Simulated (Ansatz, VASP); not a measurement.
## Two plane-wave programs on SiC2

The input INCAR:

```
PREC     = Accurate       # precision mode
ENCUT    = 520            # plane-wave cutoff, eV
EDIFF    = 1E-7           # SCF threshold, eV
ISMEAR   = 1              # smearing method
SIGMA    = 0.0302         # smearing width, eV
LREAL    = F              # projectors in reciprocal space
LASPH    = T              # aspherical terms in the spheres
NELM     = 80             # most SCF steps
ALGO     = Normal         # electronic algorithm
ISIF     = 2              # what is computed and relaxed
LWAVE    = F              # write WAVECAR
LCHARG   = F              # write CHGCAR
GGA      = PE             # functional
NBANDS   = 36             # bands
```

File KPOINTS:

```
regular mesh
0
Gamma
  5 5 4
```

Contents of POSCAR:

```
SiC2
1.0
    4.9151770000      0.0000000000      0.0000000000
    0.0000000000      4.9151770000      0.0000000000
    0.0000000000      0.0000000000      6.8696060000
Si C
4 8
Direct
    0.2989700000      0.2989700000      0.0000000000
    0.2010300000      0.7989700000      0.2500000000
    0.7010300000      0.7010300000      0.5000000000
    0.7989700000      0.2010300000      0.7500000000
    0.2398900000      0.1034700000      0.1781300000
    0.3965300000      0.7398900000      0.4281300000
    0.7601100000      0.8965300000      0.6781300000
    0.6034700000      0.2601100000      0.9281300000
    0.7398900000      0.3965300000      0.5718700000
    0.8965300000      0.7601100000      0.3218700000
    0.2601100000      0.6034700000      0.0718700000
    0.1034700000      0.2398900000      0.8218700000
```

Input for Ansatz:

```yaml
crystal:
  lattice:
    - [4.915177, 0.0, 0.0]
    - [0.0, 4.915177, 0.0]
    - [0.0, 0.0, 6.869606]
  atoms:
    - { symbol: Si, position: [0.29897, 0.29897, 0.0] }
    - { symbol: Si, position: [0.20103, 0.79897, 0.25] }
    - { symbol: Si, position: [0.70103, 0.70103, 0.5] }
    - { symbol: Si, position: [0.79897, 0.20103, 0.75] }
    - { symbol: C, position: [0.23989, 0.10347, 0.17813] }
    - { symbol: C, position: [0.39653, 0.73989, 0.42813] }
    - { symbol: C, position: [0.76011, 0.89653, 0.67813] }
    - { symbol: C, position: [0.60347, 0.26011, 0.92813] }
    - { symbol: C, position: [0.73989, 0.39653, 0.57187] }
    - { symbol: C, position: [0.89653, 0.76011, 0.32187] }
    - { symbol: C, position: [0.26011, 0.60347, 0.07187] }
    - { symbol: C, position: [0.10347, 0.23989, 0.82187] }
  symmetry: { tolerance: 0.0003 }
kpoints:
  mp_grid: { grid: [5, 5, 4], shift: [0, 0, 0] }
  band_path:
    path:
      - [0.0, 0.0, 0.0]
      - [0.0, 0.5, 0.0]
      - [0.5, 0.5, 0.0]
      - [0.0, 0.0, 0.0]
      - [0.0, 0.0, 0.5]
      - [0.0, 0.5, 0.5]
      - [0.5, 0.5, 0.5]
      - [0.0, 0.0, 0.5]
      - [0.0, 0.5, 0.0]
      - [0.0, 0.5, 0.5]
      - [0.5, 0.5, 0.0]
    npoints: 6
magnetization:
  spin_polarized: false
scf:
  occupations: { method: methfessel_paxton, width: 0.0302 }
  lower_state_search: "off"
  max_iter: 200
hamiltonian:
  pseudopotentials: { kind: paw }
  xc: pbe
basis:
  ecutwfc: 420
  fft_grid_basis: typed
output:
  forces: true
  stress: true
  eigenvalues: true
  bader: true
  populations: true
  elf: true
  write_potential: true
  volumetric_format: npy
  dos:
    e_range: [-12, 8]
    de: 0.05
    projected: { site_lists: { C: [C], Si: [Si] } }
checkpoint:
  read: saved_state
```

Alike in both runs: task single point; functional PBE; k mesh 5 × 5 × 4; occupations methfessel-paxton of order 1, width 0.0302 eV; no spin polarisation.

|  | VASP | Ansatz |
| --- | --- | --- |
| version | VASP 6.6.1 | Ansatz 0.2.0 |
| potentials or method | VASP PAW PBE potentials, release 64 (Si, C), cutoff 520 eV | PAW plane waves |
| valence electrons in the cell | 48 | 48 |

|  | VASP | Ansatz | Ansatz less VASP |
| --- | --- | --- | --- |
| rms of the force components (eV/Å) | 1.919 | 1.932 | +0.0133 |

Atom by atom the forces differ by 0.014 eV/Å (rms over components).
